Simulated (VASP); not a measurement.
# Rh2O5 (cubic X2O5 type) (Pn-3m) in VASP: single point with PBE

Aim: the single point of Rh2O5 (cubic X2O5 type) with PBE.

All numbers are computed with VASP 6.6.1; they aren't measurements. Logs are shortened: lines on timing, memory, paths and dates and some standing lists are left out, and cuts for length are marked.

### 1 The cell of the first run

Symmetry: Pn-3m, No. 224, cubic system. Conventional cell: a = 5.076 Å, b = 5.076 Å, c = 5.076 Å, α = 90.00°, β = 90.00°, γ = 90.00°. Within 2.9 Å of Rh (site symmetry -3m) lie 12 O at 2.20 to 2.54 Å. O (site symmetry -3m) has 6 O at 2.20 Å and 6 Rh at 2.54 Å within 2.9 Å. Within 2.9 Å of O (site symmetry -42m) lie 4 Rh at 2.20 Å and 8 O at 2.20 to 2.54 Å.

### 2 Single point, PBE

File INCAR:

```
SYSTEM = Rh2O5
PREC     = Accurate       ! precision mode
ENCUT    = 520            ! plane-wave cutoff, eV
EDIFF    = 1E-7           ! SCF threshold, eV
ISMEAR   = -1             ! smearing method
SIGMA    = 0.06122561905347299 ! smearing width, eV
LREAL    = .FALSE.        ! projectors in reciprocal space
LASPH    = .TRUE.         ! aspherical terms in the spheres
NELM     = 60             ! most SCF steps
ALGO     = Normal         ! electronic algorithm
ISIF     = 2              ! what is computed and relaxed
LWAVE    = .FALSE.        ! write WAVECAR
LCHARG   = .FALSE.        ! write CHGCAR
GGA      = PE             ! functional
NBANDS   = 73             ! bands
```

File KPOINTS:

```
regular mesh
0
G
  11 11 11
  0 0 0
```

File POSCAR:

```
Rh2O5
1.0
    5.0762862256      0.0000000000      0.0000000000
    0.0000000000      5.0762862256      0.0000000000
    0.0000000000      0.0000000000      5.0762862256
Rh O
4 10
Direct
    0.0000000000      0.0000000000      0.0000000000
    0.5000000000      0.5000000000      0.0000000000
    0.5000000000      0.0000000000      0.5000000000
    0.0000000000      0.5000000000      0.5000000000
    0.5000000000      0.0000000000      0.0000000000
    0.0000000000      0.5000000000      0.0000000000
    0.0000000000      0.0000000000      0.5000000000
    0.5000000000      0.5000000000      0.5000000000
    0.7500000000      0.7500000000      0.2500000000
    0.7500000000      0.2500000000      0.7500000000
    0.2500000000      0.7500000000      0.7500000000
    0.7500000000      0.2500000000      0.2500000000
    0.2500000000      0.7500000000      0.2500000000
    0.2500000000      0.2500000000      0.7500000000
```

Potentials or basis: VASP PAW PBE potentials, release 64 (Rh_pv, O).

Launch:

```console
$ cat potpaw_PBE.64/Rh_pv/POTCAR potpaw_PBE.64/O/POTCAR > POTCAR
$ mpirun -np 1 vasp_std > vasp.out
```

OUTCAR:

```text
SYSTEM = Rh2O5
   PREC = Accurate
   ENCUT = 520
   EDIFF = 1E-7
   ISMEAR = -1
   LREAL = .FALSE.
   LASPH = .TRUE.
   NELM = 60
   ISIF = 2
   GGA = PE

 ion  position               nearest neighbor table
   1  0.000  0.000  0.000-   9 2.20  10 2.20  11 2.20  12 2.20  13 2.20  14 2.20   5 2.54   6 2.54
                             7 2.54   7 2.54   6 2.54   5 2.54
   2  0.500  0.500  0.000-   9 2.20  10 2.20  11 2.20  12 2.20  13 2.20  14 2.20   5 2.54   6 2.54
                             8 2.54   8 2.54   5 2.54   6 2.54
   3  0.500  0.000  0.500-   9 2.20  10 2.20  11 2.20  12 2.20  13 2.20  14 2.20   5 2.54   7 2.54
                             8 2.54   5 2.54   8 2.54   7 2.54
   4  0.000  0.500  0.500-   9 2.20  10 2.20  11 2.20  12 2.20  13 2.20  14 2.20   6 2.54   7 2.54
                             8 2.54   6 2.54   7 2.54   8 2.54
   5  0.500  0.000  0.000-   1 2.54   2 2.54   3 2.54   3 2.54   2 2.54   1 2.54
   6  0.000  0.500  0.000-   1 2.54   2 2.54   4 2.54   4 2.54   1 2.54   2 2.54
   7  0.000  0.000  0.500-   1 2.54   3 2.54   4 2.54   1 2.54   4 2.54   3 2.54
   8  0.500  0.500  0.500-   2 2.54   3 2.54   4 2.54   2 2.54   3 2.54   4 2.54
   9  0.750  0.750  0.250-   1 2.20   2 2.20   3 2.20   4 2.20
  10  0.750  0.250  0.750-   1 2.20   2 2.20   3 2.20   4 2.20
  11  0.250  0.750  0.750-   1 2.20   2 2.20   3 2.20   4 2.20
  12  0.750  0.250  0.250-   1 2.20   2 2.20   3 2.20   4 2.20
  13  0.250  0.750  0.250-   1 2.20   2 2.20   3 2.20   4 2.20
  14  0.250  0.250  0.750-   1 2.20   2 2.20   3 2.20   4 2.20

  LATTYP: Found a simple cubic cell.
 ALAT       =     5.0762862256

  Lattice vectors:

 A1 = (   5.0762862256,   0.0000000000,   0.0000000000)
 A2 = (   0.0000000000,   5.0762862256,   0.0000000000)
 A3 = (   0.0000000000,   0.0000000000,   5.0762862256)

Analysis of symmetry for initial positions (statically):
=====================================================================
 Subroutine PRICEL returns:
 Original cell was already a primitive cell.

 Routine SETGRP: Setting up the symmetry group for a
 simple cubic supercell.

 Subroutine GETGRP returns: Found 48 space group operations
 (whereof 12 operations were pure point group operations)
 out of a pool of 48 trial point group operations.

The static configuration has the point symmetry D_3d.
 The point group associated with its full space group is O_h .

Analysis of symmetry for dynamics (positions and initial velocities):
=====================================================================
 Subroutine PRICEL returns:
 Original cell was already a primitive cell.

 Routine SETGRP: Setting up the symmetry group for a
 simple cubic supercell.

 Subroutine GETGRP returns: Found 48 space group operations
 (whereof 12 operations were pure point group operations)
 out of a pool of 48 trial point group operations.

The dynamic configuration has the point symmetry D_3d.
 The point group associated with its full space group is O_h .

 Subroutine INISYM returns: Found 48 space group operations
 (whereof 12 operations are pure point group operations),
 and found     1 'primitive' translations

----------------------------------------------------------------------------------------

                                     Primitive cell

  volume of cell :     130.8092

  direct lattice vectors                    reciprocal lattice vectors
     5.076286226  0.000000000  0.000000000     0.196994408  0.000000000  0.000000000
     0.000000000  5.076286226  0.000000000     0.000000000  0.196994408  0.000000000
     0.000000000  0.000000000  5.076286226     0.000000000  0.000000000  0.196994408

  length of vectors
     5.076286226  5.076286226  5.076286226     0.196994408  0.196994408  0.196994408

  position of ions in fractional coordinates (direct lattice)
     0.000000000  0.000000000  0.000000000
     0.500000000  0.500000000  0.000000000
     0.500000000  0.000000000  0.500000000
     0.000000000  0.500000000  0.500000000
     0.500000000  0.000000000  0.000000000
     0.000000000  0.500000000  0.000000000
     0.000000000  0.000000000  0.500000000
     0.500000000  0.500000000  0.500000000
     0.750000000  0.750000000  0.250000000
     0.750000000  0.250000000  0.750000000
     0.250000000  0.750000000  0.750000000
     0.750000000  0.250000000  0.250000000
     0.250000000  0.750000000  0.250000000
     0.250000000  0.250000000  0.750000000

  ion indices of the primitive-cell ions
   primitive index   ion index
                 1           1
                 2           2
                 3           3
                 4           4
                 5           5
                 6           6
                 7           7
                 8           8
                 9           9
                10          10
                11          11
                12          12
                13          13
                14          14

----------------------------------------------------------------------------------------

 KPOINTS: regular mesh

Automatic generation of k-mesh.
 Grid dimensions read from file:
 generate k-points for:   11   11   11

 Generating k-lattice:

  Cartesian coordinates                     Fractional coordinates (reciprocal lattice)
     0.017908583  0.000000000  0.000000000     0.090909091  0.000000000  0.000000000
     0.000000000  0.017908583  0.000000000     0.000000000  0.090909091  0.000000000
     0.000000000  0.000000000  0.017908583     0.000000000  0.000000000  0.090909091

  Length of vectors
     0.017908583  0.017908583  0.017908583

  Shift w.r.t. Gamma in fractional coordinates (k-lattice)
     0.000000000  0.000000000  0.000000000

 Subroutine IBZKPT returns following result:
 ===========================================

 Found     56 irreducible k-points:

 Following reciprocal coordinates:
            Coordinates               Weight
  0.000000  0.000000  0.000000      1.000000
  0.090909  0.000000  0.000000      6.000000
  0.181818  0.000000  0.000000      6.000000
  0.272727  0.000000  0.000000      6.000000
  0.363636  0.000000  0.000000      6.000000
  0.454545  0.000000  0.000000      6.000000
[... 16 lines left out ...]
  0.181818  0.090909  0.090909     24.000000
  0.272727  0.090909  0.090909     24.000000
 [... further k-points ...]
   k-points           NKPTS =     56   k-points in BZ     NKDIM =     56   number of bands    NBANDS=     73
   number of dos      NEDOS =    301   number of ions     NIONS =     14
   total plane-waves  NPLWV =  64000
   dimension x,y,z NGX =    40 NGY =   40 NGZ =   40
   dimension x,y,z NGXF=    80 NGYF=   80 NGZF=   80
   ions per type =               4  10
   NGX,Y,Z   is equivalent  to a cutoff of  13.10, 13.10, 13.10 a.u.
   NGXF,Y,Z  is equivalent  to a cutoff of  26.20, 26.20, 26.20 a.u.
 SYSTEM =  Rh2O5
   PREC   = accura    normal or accurate (medium, high low for compatibility)
   ISTART =      0    job   : 0-new  1-cont  2-samecut
   ICHARG =      2    charge: 1-file 2-atom 10-const
   ISPIN  =      1    spin polarized calculation?
   LNONCOLLINEAR =      F non collinear calculations
   LSORBIT =      F    spin-orbit coupling
   LASPH  =      T    aspherical Exc in radial PAW
   ENCUT  =  520.0 eV  38.22 Ry    6.18 a.u.   9.44  9.44  9.44*2*pi/ulx,y,z
   NELM   =     60;   NELMIN=  2; NELMDL= -5     # of ELM steps
   EDIFF  = 0.1E-06   stopping-criterion for ELM
   LREAL  =      F    real-space projection
   EDIFFG = 0.1E-05   stopping-criterion for IOM
   NSW    =      0    number of steps for IOM
   IBRION =     -1    ionic relax: 0-MD 1-quasi-New 2-CG
   NFREE  =      0    steps in history (QN), initial steepest desc. (CG)
   ISIF   =      2    stress and relaxation
   ISYM   =      2    0-nonsym 1-usesym 2-fastsym
   POTIM  = 0.5000    time-step for ionic-motion
   TEBEG  =    0.0;   TEEND  =   0.0 temperature during run
   PSTRESS=    0.0 pullay stress
   NELECT =     120.0000    total number of electrons
   NUPDOWN=      -1.0000    fix difference up-down
   EMIN   =  10.00;   EMAX   =-10.00  energy-range for DOS
   EFERMI =   0.00;   METHOD = LEGACY
   ISMEAR =    -1;   SIGMA  =   0.06  broadening in eV -4-tet -1-fermi 0-gaus
   EFERMI_NEDOS =   21; number of points for ismear=-14 and -15
   IALGO  =     38    algorithm
   IMIX   =      4    mixing-type and parameters
     AMIX     =   0.40;   BMIX     =  1.00
     AMIX_MAG =   1.60;   BMIX_MAG =  1.00
  volume/ion in A,a.u.               =       9.34        63.05
  Fermi-wavevector in a.u.,A,eV,Ry     =   1.590703  3.005993 34.427319  2.530337
  Thomas-Fermi vector in A             =   2.689357
   LORBIT       =      0    0 simple, 1 ext, 2 COOP (PROOUT), +10 PAW based schemes
   GGA     = PE    functional components
   LHFCALC =     F    Hartree Fock is set to
   AEXX    =    0.0000 exact exchange contribution
   IVDW    =     0    specifies the selected vdW correction
   LEPSILON=     F    determine dielectric tensor
   LRPA    =     F    only Hartree local field effects (RPA)
 non-spin polarized calculation
  energy-cutoff  :      520.00
  volume of cell :      130.81
 maximum number of plane-waves:      3575
 NGX is ok and might be reduce to    40
   NGX = 19   NGY = 19   NGZ = 19

 number of electron     120.0000060 magnetization

 Free energy of the ion-electron system (eV)
  ---------------------------------------------------
  ext. energy  EPLUGINS =         0.00000000
  ---------------------------------------------------
  free energy    TOTEN  =       -68.85607759 eV

  energy without entropy =      -68.67665979  energy(sigma->0) =      -68.76636869

 E-fermi :   6.9620     XC(G=0): -12.8683

 val. band max:        6.9585410429   @ k =   0.3636   0.2727   0.2727
 cond. band min:       6.9637635558   @ k =   0.1818   0.1818   0.1818
 fundamental gap:      0.0052225129
 Fermi energy:         6.9620253045

 k-point     1 :       0.0000    0.0000    0.0000
  band No.  band energies     occupation
      1     -40.1514      2.00000
      2     -40.1514      2.00000
      3     -40.1270      2.00000
      4     -40.1270      2.00000
      5     -40.1270      2.00000
      6     -40.1177      2.00000
[... 64 lines left out ...]
     71       8.7834      0.00000
     72       8.7834      0.00000

 k-point     2 :       0.0909    0.0000    0.0000
  band No.  band energies     occupation
      1     -40.1509      2.00000
      2     -40.1507      2.00000
      3     -40.1275      2.00000
      4     -40.1268      2.00000
      5     -40.1268      2.00000
      6     -40.1184      2.00000
[... 64 lines left out ...]
     71       8.8122      0.00000
     72       8.8122      0.00000

 k-point     3 :       0.1818    0.0000    0.0000
  band No.  band energies     occupation
      1     -40.1494      2.00000
      2     -40.1487      2.00000
      3     -40.1289      2.00000
      4     -40.1265      2.00000
      5     -40.1265      2.00000
      6     -40.1204      2.00000
[... 1564 lines left out ...]
     71       8.8174      0.00000
     72       8.8777      0.00000

 k-point    24 :       0.2727    0.0909    0.0909
  band No.  band energies     occupation
      1     -40.1463      2.00000
      2     -40.1453      2.00000
      3     -40.1312      2.00000
      4     -40.1268      2.00000
      5     -40.1252      2.00000
      6     -40.1246      2.00000
[... 64 lines left out ...]
     71       8.8450      0.00000
     72       8.9735      0.00000

 [... further k-points ...]

 [bands above 72 left out]

------------------------ aborting loop because EDIFF is reached ----------------------------------------

  FORCE on cell =-STRESS in cart. coord.  units (eV):
  Direction    XX          YY          ZZ          XY          YZ          ZX
  --------------------------------------------------------------------------------------
  -------------------------------------------------------------------------------------
  Total       -0.0634122     -0.0634122     -0.0634122      0.0000000     -0.0000000     -0.0000000
  in kB       -0.7766854     -0.7766854     -0.7766854      0.0000000     -0.0000000     -0.0000000
  external PRESSURE =      -0.7766854 kB  Pullay stress =       0.0000000 kB

 VOLUME and BASIS-vectors are now :
 -----------------------------------------------------------------------------
  energy-cutoff  :      520.00
  volume of cell :      130.81
      direct lattice vectors                 reciprocal lattice vectors
     5.076286226  0.000000000  0.000000000     0.196994408  0.000000000  0.000000000
     0.000000000  5.076286226  0.000000000     0.000000000  0.196994408  0.000000000
     0.000000000  0.000000000  5.076286226     0.000000000  0.000000000  0.196994408

 POSITION                                       TOTAL-FORCE (eV/Angst)
 -----------------------------------------------------------------------------------
      0.00000      0.00000      0.00000         0.000000      0.000000      0.000000
      2.53814      2.53814      0.00000         0.000000      0.000000      0.000000
      2.53814      0.00000      2.53814         0.000000      0.000000      0.000000
      0.00000      2.53814      2.53814         0.000000      0.000000      0.000000
      2.53814      0.00000      0.00000         0.000000      0.000000      0.000000
      0.00000      2.53814      0.00000         0.000000      0.000000      0.000000
      0.00000      0.00000      2.53814         0.000000      0.000000      0.000000
      2.53814      2.53814      2.53814         0.000000      0.000000      0.000000
      3.80721      3.80721      1.26907         0.000000      0.000000      0.000000
      3.80721      1.26907      3.80721         0.000000     -0.000000      0.000000
      1.26907      3.80721      3.80721         0.000000      0.000000     -0.000000
      3.80721      1.26907      1.26907         0.000000     -0.000000     -0.000000
      1.26907      3.80721      1.26907        -0.000000      0.000000     -0.000000
      1.26907      1.26907      3.80721        -0.000000     -0.000000     -0.000000
 -----------------------------------------------------------------------------------
    total drift:                               -0.000000      0.000000     -0.000000

  FREE ENERGIE OF THE ION-ELECTRON SYSTEM (eV)
  ---------------------------------------------------
  free  energy   TOTEN  =       -68.8560775947 eV

  energy  without entropy=      -68.6766597935  energy(sigma->0) =      -68.76636869
```

Run time: 16 min. Hardware: 1 thread of Intel Xeon 8259CL, shared host; peak memory 0.49 GiB.

What came out:

```yaml
Free_energy: -68.8561 eV
Pressure: -0.1 GPa
Band_gap_on_the_k_mesh: zero (bands 60 and 61 overlap by 0.97 eV)
```
